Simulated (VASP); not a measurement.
# HfS2 (P-3m1) in VASP: single point with PBE0

Aim: the single point of HfS2 with PBE0.

All numbers are computed with VASP 6.6.1; they aren't measurements. Logs are shortened: lines on timing, memory, paths and dates and some standing lists are left out, and cuts for length are marked.

### 1 The cell of the first run

It takes space group P-3m1 (No. 164, trigonal). The conventional cell has a = 3.630 Å, b = 3.630 Å, c = 5.879 Å, α = 90.00°, β = 90.00°, γ = 120.00°. Hf (site symmetry -3m) has 6 S at 2.54 Å within 3.4 Å. S (site symmetry 3m) has 3 Hf at 2.54 Å within 3.4 Å.

### 2 Single point, PBE0

File POSCAR:

```
HfS2
1.0
    3.6302450468      0.0000000000      0.0000000000
   -1.8151225234      3.1438844325      0.0000000000
    0.0000000000      0.0000000000      5.8787062933
Hf S
1 2
Direct
    0.0000000000      0.0000000000      0.0000000000
    0.6666666667      0.3333333333      0.7553800778
    0.3333333333      0.6666666667      0.2446199222
```

File INCAR.step1:

```
SYSTEM = HfS2
PREC = Accurate
ENCUT = 400
EDIFF = 1E-5
ISMEAR = 0
SIGMA = 0.01
LREAL = .FALSE.
LASPH = .TRUE.
NELM = 120
ALGO = Normal
ISIF = 2
LWAVE = .TRUE.
NBANDS = 18
GGA = PE
GGA_COMPAT = .FALSE.
```

File INCAR.step2:

```
SYSTEM = HfS2
PREC = Accurate
ENCUT = 400
EDIFF = 1E-6
ISMEAR = 0
SIGMA = 0.01
LREAL = .FALSE.
LASPH = .TRUE.
NELM = 120
ALGO = Normal
ISIF = 2
LWAVE = .FALSE.
LCHARG = .TRUE.
GGA = PE
LHFCALC = .TRUE.
AEXX = 0.25
PRECFOCK = Normal
LELF = .TRUE.
LVHAR = .TRUE.
NBANDS = 18
ISTART = 1
GGA_COMPAT = .FALSE.
```

File KPOINTS:

```
Automatic mesh
0
G
  6 6 4
  0 0 0
```

Potentials or basis: VASP PAW PBE potentials, release 64 (Hf_pv, S).

On the command line:

```console
cat potpaw_PBE.64/Hf_pv/POTCAR potpaw_PBE.64/S/POTCAR > POTCAR
cp INCAR.step1 INCAR
mpirun -np 1 vasp_std > vasp.out
cp INCAR.step2 INCAR
mpirun -np 1 vasp_std > vasp.out
```

OUTCAR:

```text
SYSTEM = HfS2
   PREC = Accurate
   ENCUT = 400
   EDIFF = 1E-6
   ISMEAR = 0
   LREAL = .FALSE.
   LASPH = .TRUE.
   NELM = 120
   ISIF = 2
   GGA = PE
   LHFCALC = .TRUE.
   AEXX = 0.25
   PRECFOCK = Normal
   ISTART = 1

 ion  position               nearest neighbor table
   1  0.000  0.000  0.000-   2 2.54   3 2.54   2 2.54   3 2.54   2 2.54   3 2.54
   2  0.667  0.333  0.755-   1 2.54   1 2.54   1 2.54
   3  0.333  0.667  0.245-   1 2.54   1 2.54   1 2.54

  LATTYP: Found a hexagonal cell.
 ALAT       =     3.6302450468
 C/A-ratio  =     1.6193690006

  Lattice vectors:

 A1 = (   3.6302450468,   0.0000000000,   0.0000000000)
 A2 = (  -1.8151225234,   3.1438844325,   0.0000000000)
 A3 = (   0.0000000000,   0.0000000000,   5.8787062933)

Analysis of symmetry for initial positions (statically):
=====================================================================
 Subroutine PRICEL returns:
 Original cell was already a primitive cell.

 Routine SETGRP: Setting up the symmetry group for a
 hexagonal supercell.

 Subroutine GETGRP returns: Found 12 space group operations
 (whereof 12 operations were pure point group operations)
 out of a pool of 24 trial point group operations.

The static configuration has the point symmetry D_3d.

Analysis of symmetry for dynamics (positions and initial velocities):
=====================================================================
 Subroutine PRICEL returns:
 Original cell was already a primitive cell.

 Routine SETGRP: Setting up the symmetry group for a
 hexagonal supercell.

 Subroutine GETGRP returns: Found 12 space group operations
 (whereof 12 operations were pure point group operations)
 out of a pool of 24 trial point group operations.

The dynamic configuration has the point symmetry D_3d.

 Subroutine INISYM returns: Found 12 space group operations
 (whereof 12 operations are pure point group operations),
 and found     1 'primitive' translations

----------------------------------------------------------------------------------------

                                     Primitive cell

  volume of cell :      67.0941
[... 90 lines left out ...]
   EDIFF  = 0.1E-05   stopping-criterion for ELM
   LREAL  =      F    real-space projection
   EDIFFG = 0.1E-04   stopping-criterion for IOM
   NSW    =      0    number of steps for IOM
   IBRION =     -1    ionic relax: 0-MD 1-quasi-New 2-CG
   NFREE  =      0    steps in history (QN), initial steepest desc. (CG)
   ISIF   =      2    stress and relaxation
   ISYM   =      3    0-nonsym 1-usesym 2-fastsym
   POTIM  = 0.5000    time-step for ionic-motion
   TEBEG  =    0.0;   TEEND  =   0.0 temperature during run
   PSTRESS=    0.0 pullay stress
   NELECT =      22.0000    total number of electrons
   NUPDOWN=      -1.0000    fix difference up-down
   EMIN   =  10.00;   EMAX   =-10.00  energy-range for DOS
   EFERMI =   0.00;   METHOD = LEGACY
   ISMEAR =     0;   SIGMA  =   0.01  broadening in eV -4-tet -1-fermi 0-gaus
   EFERMI_NEDOS =   21; number of points for ismear=-14 and -15
   IALGO  =     38    algorithm
   IMIX   =      1    mixing-type and parameters
     AMIX     =   0.40;   BMIX     =  1.00
     AMIX_MAG =   1.60;   BMIX_MAG =  1.00
  volume/ion in A,a.u.               =      22.36       150.92
  Fermi-wavevector in a.u.,A,eV,Ry     =   1.128897  2.133306 17.339378  1.274408
  Thomas-Fermi vector in A             =   2.265589
   LORBIT       =      0    0 simple, 1 ext, 2 COOP (PROOUT), +10 PAW based schemes
   GGA     = PE    functional components
   LHFCALC =     T    Hartree Fock is set to
   PRECFOCK=normal    Normal, Fast or Accurate (Low or Medium for compatibility)
   ENCUT4O =  -1.0   cutoff for four orbital integrals eV
   NKREDX  =     1    reduce k-point grid by
   NKREDY  =     1    reduce k-point grid by
   NKREDZ  =     1    reduce k-point grid by
   AEXX    =    0.2500 exact exchange contribution
   HFSCREEN=    0.0000 screening length (either q_TF or 0.3 A-1)
   HFSCREENC=   0.0000 screening length for correlation (either q_TF or 0.3 A-1)
   ENCUTFOCK=  -1.0 apply spherical cutoff to Coloumb kernel
   IVDW    =     0    specifies the selected vdW correction
   LEPSILON=     F    determine dielectric tensor
   LRPA    =     F    only Hartree local field effects (RPA)
 non-spin polarized calculation
 Gauss-broadening in eV      SIGMA  =   0.01
  energy-cutoff  :      400.00
  volume of cell :       67.09
 maximum number of plane-waves:      1236
  NGX = 18; NGY = 18; NGZ = 30

 number of electron      22.0000002 magnetization

 Free energy of the ion-electron system (eV)
  ---------------------------------------------------
  ext. energy  EPLUGINS =         0.00000000
  ---------------------------------------------------
  free energy    TOTEN  =       -29.03142446 eV

  energy without entropy =      -29.03142446  energy(sigma->0) =      -29.03142446

 E-fermi :   2.5158     XC(G=0):  -7.6147

 val. band max:        2.3894682158   @ k =   0.0000   0.0000   0.0000
 cond. band min:       4.9398770145   @ k =   0.5000  -0.0000   0.5000
 fundamental gap:      2.5504087987
 Fermi energy:         2.5158012708

 k-point     1 :       0.0000    0.0000    0.0000
  band No.  band energies     occupation
      1     -30.5225      2.00000
      2     -30.3859      2.00000
      3     -30.3859      2.00000
      4     -12.2039      2.00000
      5     -10.2860      2.00000
      6      -2.9601      2.00000
[... 481 lines left out ...]
      5     -10.4462      2.00000
      6      -1.8067      2.00000
[... 10 lines left out ...]
     17      12.4465      0.00000
     18      13.1784      0.00000

------------------------ aborting loop because EDIFF is reached ----------------------------------------

  FORCE on cell =-STRESS in cart. coord.  units (eV):
  Direction    XX          YY          ZZ          XY          YZ          ZX
  --------------------------------------------------------------------------------------
  -------------------------------------------------------------------------------------
  Total       -0.1413778     -0.1413778      0.1243713     -0.0000000     -0.0000000      0.0000000
  in kB       -3.3760397     -3.3760397      2.9699326     -0.0000000     -0.0000000      0.0000000
  external PRESSURE =      -1.2607156 kB  Pullay stress =       0.0000000 kB

 VOLUME and BASIS-vectors are now :
 -----------------------------------------------------------------------------
  energy-cutoff  :      400.00
  volume of cell :       67.09
      direct lattice vectors                 reciprocal lattice vectors
     3.630245047  0.000000000  0.000000000     0.275463498  0.159038925  0.000000000
    -1.815122523  3.143884433  0.000000000     0.000000000  0.318077850  0.000000000
     0.000000000  0.000000000  5.878706293     0.000000000  0.000000000  0.170105453

 POSITION                                       TOTAL-FORCE (eV/Angst)
 -----------------------------------------------------------------------------------
      0.00000      0.00000      0.00000         0.000000      0.000000      0.000000
      1.81512      1.04796      4.44066        -0.000000     -0.000000      0.195344
     -0.00000      2.09592      1.43805         0.000000      0.000000     -0.195344
 -----------------------------------------------------------------------------------
    total drift:                               -0.000000      0.000000     -0.000003

  FREE ENERGIE OF THE ION-ELECTRON SYSTEM (eV)
  ---------------------------------------------------
  free  energy   TOTEN  =       -29.0314244592 eV

  energy  without entropy=      -29.0314244592  energy(sigma->0) =      -29.03142446
```

OUTCAR.step1:

```text
SYSTEM = HfS2
   PREC = Accurate
   ENCUT = 400
   EDIFF = 1E-5
   ISMEAR = 0
   LREAL = .FALSE.
   LASPH = .TRUE.
   NELM = 120
[... 725 lines left out ...]
      0.00000      0.00000      0.00000         0.000000      0.000000      0.000000
      1.81512      1.04796      4.44066        -0.000000      0.000000     -0.048182
     -0.00000      2.09592      1.43805         0.000000     -0.000000      0.048182
 -----------------------------------------------------------------------------------
    total drift:                                0.000000     -0.000000      0.000000

  FREE ENERGIE OF THE ION-ELECTRON SYSTEM (eV)
  ---------------------------------------------------
  free  energy   TOTEN  =       -22.8811018891 eV

  energy  without entropy=      -22.8811018891  energy(sigma->0) =      -22.88110189
```

OSZICAR.step1:

```text
N       E                     dE             d eps       ncg     rms          rms(c)
DAV:   1     0.789736020796E+02    0.78974E+02   -0.93512E+03   864   0.882E+02
DAV:   2    -0.199432903840E+02   -0.98917E+02   -0.96036E+02  1132   0.210E+02
DAV:   3    -0.246482079211E+02   -0.47049E+01   -0.46871E+01  1178   0.409E+01
DAV:   4    -0.246997645494E+02   -0.51557E-01   -0.51534E-01  1146   0.507E+00
DAV:   5    -0.247008222297E+02   -0.10577E-02   -0.10575E-02  1154   0.668E-01    0.494E+01
DAV:   6    -0.229783924718E+02    0.17224E+01   -0.42111E+00   946   0.998E+00    0.365E+01
DAV:   7    -0.229422470318E+02    0.36145E-01   -0.16081E+00  1004   0.715E+00    0.388E+00
DAV:   8    -0.228842560223E+02    0.57991E-01   -0.26289E-01   910   0.282E+00    0.175E+00
DAV:   9    -0.228809147136E+02    0.33413E-02   -0.27609E-02  1078   0.966E-01    0.717E-01
DAV:  10    -0.228810341996E+02   -0.11949E-03   -0.32227E-03   984   0.291E-01    0.414E-01
DAV:  11    -0.228810997965E+02   -0.65597E-04   -0.11416E-04  1156   0.738E-02    0.108E-01
DAV:  12    -0.228811018891E+02   -0.20926E-05   -0.22394E-05   826   0.260E-02
   1 F= -.22881102E+02 E0= -.22881102E+02  d E =-.292338E-87
```

It took 33 min on 1 thread of Intel Xeon Platinum 8488C (Sapphire Rapids), shared host; peak memory 0.18 GiB.

Results:

| Property | Result |
| --- | --- |
| Free energy | -29.0314 eV |
| Pressure | -0.1 GPa |
| Largest force | 0.195 eV/Å |
| Band gap on the k mesh | 2.55 eV (least direct gap 3.52 eV) |

Forces on the atoms (eV/Å):
```
Hf   0.000  0.000  0.000
S    0.000  0.000  0.195
S    0.000  0.000 -0.195
```

Caveat: the PAW data sets were made with another functional, which shifts forces and pressure a little; spin-orbit coupling is left out, which moves the levels of the heavy elements; this functional lacks dispersion, which binds the layers, so the pressure and a relaxed spacing across them are unreliable. A k mesh can miss the band edges.
